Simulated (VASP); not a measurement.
**SiNi3: relaxation of cell and atoms with LDA**

Crystal: SiNi3.

```
CELL_PARAMETERS angstrom
3.50627 0.00000 0.00000
0.00000 3.50627 0.00000
0.00000 0.00000 3.50627
ATOMIC_POSITIONS crystal
Si 0.00000 0.00000 0.00000
Ni 0.00000 0.50000 0.50000
Ni 0.50000 0.00000 0.50000
Ni 0.50000 0.50000 0.00000
```

```json
{
 "Program": "VASP 6.6.1",
 "Task": "relaxation of cell and atoms",
 "Functional": "LDA",
 "Potentials or basis": "VASP PAW LDA potentials, release 64 (Si, Ni)",
 "Cutoff": "600 eV",
 "k mesh": "12 × 12 × 12",
 "Occupations": "gaussian, width 0.1 eV",
 "Spin": "no spin polarisation",
 "Dipole correction": "no",
 "Further INCAR settings": "ALGO = Fast; EDIFF = 1e-07; IBRION = 2; EDIFFG = -0.005; NSW = 70; ISIF = 3"
}
```

```
Relaxed volume                        : 10.08 Å³/atom
Relaxed cell                          : a = 3.429 Å, b = 3.429 Å, c = 3.429 Å, α = 90.00°, β = 90.00°, γ = 90.00°
Space group after relaxing (to 0.1 Å) : Pm-3m (No. 221)
Energy gained by relaxing             : 34.4 meV/atom
Ionic steps                           : 5
Pressure after relaxing               : 0.0 GPa
Band gap on the k mesh                : zero (bands 17 and 18 overlap by 0.26 eV)
```

The path:
```csv
step,energy change (eV),largest force (eV/Å),pressure (GPa),volume (Å³)
1,0.0000,0.0000,-14.76,43.11
2,0.0869,0.0000,24.64,37.20
3,-0.1375,0.0000,-0.59,40.37
4,-0.1376,0.0000,0.11,40.29
5,-0.1376,0.0000,-0.04,40.32
```

Final structure:
```
Si Ni
1.0
     3.42914    0.00000    0.00000
     0.00000    3.42914    0.00000
     0.00000    0.00000    3.42914
Si Ni
1 3
Direct
  0.00000 0.00000 0.00000
  0.00000 0.50000 0.50000
  0.50000 0.00000 0.50000
  0.50000 0.50000 0.00000
```

Levels at points of the mesh, in eV from the Fermi level:
```tsv
k point	band 14	band 15	band 16	band 17	band 18	band 19	band 20	band 21
(0.00, 0.00, 0.00)	-0.66	-0.66	-0.31	0.04	0.04	0.04	5.45	6.71
(0.50, 0.00, 0.00)	-1.41	-1.26	-0.59	0.04	3.90	3.90	5.46	5.46
(0.50, 0.50, 0.00)	-1.55	-1.22	-1.11	-1.06	0.74	0.74	6.04	6.69
(0.50, 0.50, 0.50)	-1.37	-1.37	-0.48	-0.22	-0.22	-0.22	1.51	4.33
```

Run time: 8.2 min on 1 thread of AMD EPYC 7R13, with other jobs on the host, peak memory 0.18 GiB.

Spin polarisation is off, so any magnetic state and its effect on volume and gap are missing. LDA usually gives volumes a few per cent too small.
